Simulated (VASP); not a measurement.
# ZrOs3 in VASP: further runs, part 2 of 2

VASP 6.6.1. Earlier steps stand in the parts before.

### Step 4. Single point, PBE (atoms moved at random)

INCAR

```
PREC = Accurate ; ENCUT = 520
EDIFF = 1E-6 ; ISMEAR = -1
SIGMA = 0.05 ; LREAL = F
LASPH = T ; NELM = 100
ALGO = Fast ; ISIF = 2
LWAVE = F ; LCHARG = F
GGA = PE ; NBANDS = 26
```

KPOINTS

```
Automatic mesh
0
Gamma
  7 7 7
```

POSCAR

```
ZrOs3
1.0
    3.9965870000      0.0000000000      0.0000000000
    0.0000000000      3.9965870000      0.0000000000
    0.0000000000      0.0000000000      3.9965870000
Os Zr
3 1
Direct
   -0.0094360000      0.5127460000      0.5020180000
    0.5009530000     -0.0000110000      0.4913820000
    0.4846610000      0.4952800000     -0.0015820000
    0.0032870000      0.0066260000     -0.0127600000
```

Potentials or basis: VASP PAW PBE potentials, release 64 (Os, Zr_sv).

Started as:

```bash
cat potpaw_PBE.64/Os/POTCAR potpaw_PBE.64/Zr_sv/POTCAR > POTCAR
mpirun -np 1 vasp_std > vasp.out
```

OUTCAR:

```text
PREC = Accurate
   ENCUT = 520
   EDIFF = 1E-6
   ISMEAR = -1
   LREAL = F
   LASPH = T
   NELM = 100
   ISIF = 2
   GGA = PE

 ion  position               nearest neighbor table
   1  0.991  0.513  0.502-   2 2.76   4 2.77   3 2.80   4 2.80   2 2.82   3 2.82   3 2.83   2 2.83
                             4 2.85   3 2.85   4 2.89   2 2.89
   2  0.501  1.000  0.491-   1 2.76   3 2.79   4 2.81   3 2.82   1 2.82   4 2.82   4 2.83   3 2.83
                             1 2.83   4 2.84   3 2.86   1 2.89
   3  0.485  0.495  0.998-   4 2.74   2 2.79   1 2.80   4 2.81   2 2.82   1 2.82   1 2.83   2 2.83
                             4 2.85   1 2.85   2 2.86   4 2.91
   4  0.003  0.007  0.987-   3 2.74   1 2.77   1 2.80   3 2.81   2 2.81   2 2.82   2 2.83   2 2.84
                             3 2.85   1 2.85   1 2.89   3 2.91

  LATTYP: Found a simple cubic cell.
 ALAT       =     3.9965870000

  Lattice vectors:

 A1 = (   3.9965870000,   0.0000000000,   0.0000000000)
 A2 = (   0.0000000000,   3.9965870000,   0.0000000000)
 A3 = (   0.0000000000,   0.0000000000,   3.9965870000)

Analysis of symmetry for initial positions (statically):
=====================================================================
 Subroutine PRICEL returns:
 Original cell was already a primitive cell.

 Routine SETGRP: Setting up the symmetry group for a
 simple cubic supercell.

 Subroutine GETGRP returns: Found  1 space group operations
 (whereof  1 operations were pure point group operations)
 out of a pool of 48 trial point group operations.

The static configuration has the point symmetry C_1 .

Analysis of symmetry for dynamics (positions and initial velocities):
=====================================================================
 Subroutine PRICEL returns:
 Original cell was already a primitive cell.

[... 127 lines left out ...]
   EFERMI_NEDOS =   21; number of points for ismear=-14 and -15
   IALGO  =     68    algorithm
   IMIX   =      4    mixing-type and parameters
     AMIX     =   0.40;   BMIX     =  1.00
     AMIX_MAG =   1.60;   BMIX_MAG =  1.00
  volume/ion in A,a.u.               =      15.96       107.70
  Fermi-wavevector in a.u.,A,eV,Ry     =   1.352549  2.555947 24.890352  1.829389
  Thomas-Fermi vector in A             =   2.479879
   LORBIT       =      0    0 simple, 1 ext, 2 COOP (PROOUT), +10 PAW based schemes
   GGA     = PE    functional components
   LHFCALC =     F    Hartree Fock is set to
   AEXX    =    0.0000 exact exchange contribution
   IVDW    =     0    specifies the selected vdW correction
   LEPSILON=     F    determine dielectric tensor
   LRPA    =     F    only Hartree local field effects (RPA)
 non-spin polarized calculation
 RMM-DIIS sequential band-by-band and
  energy-cutoff  :      520.00
  volume of cell :       63.84
 maximum number of plane-waves:      1743
 NGX is ok and might be reduce to    30
   NGX = 15   NGY = 15   NGZ = 15

 number of electron      35.9999999 magnetization

 Free energy of the ion-electron system (eV)
  ---------------------------------------------------
  ext. energy  EPLUGINS =         0.00000000
  ---------------------------------------------------
  free energy    TOTEN  =       -42.36723268 eV

  energy without entropy =      -42.32416826  energy(sigma->0) =      -42.34570047

 E-fermi :   8.7230     XC(G=0): -13.1858

 val. band max:        8.7211118510   @ k =  -0.1429   0.4286   0.4286
 cond. band min:       8.7551578378   @ k =   0.2857  -0.2857   0.2857
 fundamental gap:      0.0340459868
 Fermi energy:         8.7229872921

 k-point     1 :       0.0000    0.0000    0.0000
  band No.  band energies     occupation
      1     -39.0768      2.00000
      2     -17.1997      2.00000
      3     -17.1966      2.00000
      4     -17.1948      2.00000
      5       0.0769      2.00000
      6       3.0452      2.00000
[... 685 lines left out ...]
     25      13.2928      0.00000
     26      14.1830      0.00000

 [... further k-points ...]

------------------------ aborting loop because EDIFF is reached ----------------------------------------

  FORCE on cell =-STRESS in cart. coord.  units (eV):
  Direction    XX          YY          ZZ          XY          YZ          ZX
  --------------------------------------------------------------------------------------
  -------------------------------------------------------------------------------------
  Total       -0.7029576     -0.6223048     -0.6981325      0.1063977      0.0827780      0.0829375
  in kB      -17.6429782    -15.6187361    -17.5218761      2.6703930      2.0775808      2.0815820
  external PRESSURE =     -16.9278635 kB  Pullay stress =       0.0000000 kB

 VOLUME and BASIS-vectors are now :
 -----------------------------------------------------------------------------
  energy-cutoff  :      520.00
  volume of cell :       63.84
      direct lattice vectors                 reciprocal lattice vectors
     3.996587000  0.000000000  0.000000000     0.250213495  0.000000000  0.000000000
     0.000000000  3.996587000  0.000000000     0.000000000  0.250213495  0.000000000
     0.000000000  0.000000000  3.996587000     0.000000000  0.000000000  0.250213495

 POSITION                                       TOTAL-FORCE (eV/Angst)
 -----------------------------------------------------------------------------------
      3.95888      2.04923      2.00636        -0.077936     -0.245219     -0.430828
      2.00210      3.99654      1.96385         0.004167      0.006884     -0.075540
      1.93699      1.97943      3.99026         0.544747      0.328283      0.081145
      0.01314      0.02648      3.94559        -0.470978     -0.089948      0.425222
 -----------------------------------------------------------------------------------
    total drift:                                0.001616      0.000585     -0.001556

  FREE ENERGIE OF THE ION-ELECTRON SYSTEM (eV)
  ---------------------------------------------------
  free  energy   TOTEN  =       -42.3672326815 eV

  energy  without entropy=      -42.3241682582  energy(sigma->0) =      -42.34570047
```

OSZICAR:

```text
N       E                     dE             d eps       ncg     rms          rms(c)
DAV:   1     0.299935516847E+03    0.29994E+03   -0.17836E+04  8944   0.137E+03
DAV:   2    -0.209860672678E+02   -0.32092E+03   -0.30643E+03  9144   0.450E+02
DAV:   3    -0.437721495979E+02   -0.22786E+02   -0.21438E+02 13786   0.929E+01
DAV:   4    -0.448200893078E+02   -0.10479E+01   -0.10355E+01 12234   0.196E+01
DAV:   5    -0.448468526403E+02   -0.26763E-01   -0.26739E-01 12150   0.269E+00    0.288E+01
RMM:   6    -0.428033221051E+02    0.20435E+01   -0.32190E+00  9338   0.106E+01    0.112E+01
RMM:   7    -0.423776036407E+02    0.42572E+00   -0.16494E+00  9392   0.807E+00    0.452E+00
RMM:   8    -0.423619770275E+02    0.15627E-01   -0.54684E-01 11321   0.426E+00    0.927E-01
RMM:   9    -0.423707586390E+02   -0.87816E-02   -0.11799E-01 13050   0.222E+00    0.121E+00
RMM:  10    -0.423664608649E+02    0.42978E-02   -0.25443E-02 13584   0.901E-01    0.779E-01
RMM:  11    -0.423671232615E+02   -0.66240E-03   -0.85596E-03 15131   0.519E-01    0.190E-01
RMM:  12    -0.423672103956E+02   -0.87134E-04   -0.23581E-03 15275   0.255E-01    0.112E-01
RMM:  13    -0.423672017477E+02    0.86478E-05   -0.69948E-04 14971   0.147E-01    0.265E-02
RMM:  14    -0.423672281885E+02   -0.26441E-04   -0.31562E-04 16644   0.765E-02    0.141E-02
RMM:  15    -0.423672313090E+02   -0.31205E-05   -0.60013E-05 16158   0.347E-02    0.145E-02
RMM:  16    -0.423672320259E+02   -0.71681E-06   -0.27822E-05 14951   0.236E-02    0.429E-03
RMM:  17    -0.423672326815E+02   -0.65568E-06   -0.92477E-06 13188   0.150E-02
   1 F= -.42367233E+02 E0= -.42345700E+02  d E =-.430644E-01
```

Wall time 5.7 min (1 thread of Intel Xeon Platinum 8488C (Sapphire Rapids), shared host); peak memory 0.37 GiB.

What came out:

```yaml
Free_energy: -42.3672 eV
Pressure: -1.7 GPa
Largest_force: 0.641 eV/Å
Band_gap_on_the_k_mesh: zero (band 18 reaches 11.69 eV, above the bottom of band 19 at 8.18 eV)
```

Forces in eV/Å, atoms in the order of the input:
```
Os  -0.078 -0.245 -0.431
Os   0.004  0.007 -0.076
Os   0.545  0.328  0.081
Zr  -0.471 -0.090  0.425
```

Stress tensor (GPa, compression positive):
```
-1.76  0.27  0.21
 0.27 -1.56  0.21
 0.21  0.21 -1.75
```

Caveat: the cell differs from its parent crystal (atoms moved at random); spin-orbit coupling is left out, which moves the levels of the heavy elements.

### Step 5. Overview

```tsv
cell	gap on the mesh (eV)	pressure (GPa)
a = 4.049 Å, 4 atoms	none	-11.9
a = 4.075 Å, 4 atoms	none	-15.9
a = 3.997 Å, 4 atoms	none	-1.7
```

Alike in all rows: task single point; level PBE; potentials or basis VASP PAW PBE potentials, release 64 (Os, Zr_sv); no spin polarisation; k mesh 7 × 7 × 7; cutoff (eV) 520; smearing fermi-dirac 0.05 eV.

Caveats: spin-orbit coupling is left out, which moves the levels of the heavy elements.

Total energies depend on the potentials used, so only differences within one code and one set of settings carry meaning.
